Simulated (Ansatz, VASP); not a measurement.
# TiSi2: VASP beside Ansatz

```xyz
6
Lattice="1.7738 -6.7803 0.0000 1.7738 6.7803 0.0000 0.0000 0.0000 3.5792" Properties=species:S:1:pos:R:3 pbc="T T T"
Ti    1.7738   -5.3811    2.6844
Ti    1.7738    5.3811    0.8948
Si    1.7738   -0.8021    2.6844
Si    1.7738    0.8021    0.8948
Si    1.7738    3.3925    2.6844
Si    1.7738   -3.3925    0.8948
```

Alike in both runs: task single point; functional PBE; k mesh 10 × 10 × 10; occupations gaussian, width 0.1 eV; no spin polarisation.

```csv
,VASP,Ansatz
version,VASP 6.6.1,Ansatz 0.2.0
potentials or method,"VASP PAW PBE potentials, release 64 (Ti_sv, Si), cutoff 520 eV","scalar-relativistic, plane waves, PAW"
valence electrons in the cell,40,40
```

```csv
,VASP,Ansatz,Ansatz less VASP
gap on the k mesh at the Fermi level (eV),none,none,-
pressure (GPa),0.0,0.0,+0.04
rms of the force components (eV/Å),0.004,0.000,-0.0034
```

Atom by atom the forces differ by 0.003 eV/Å (rms over components). A gap of «none» marks a metal or a gap that the smearing closes.
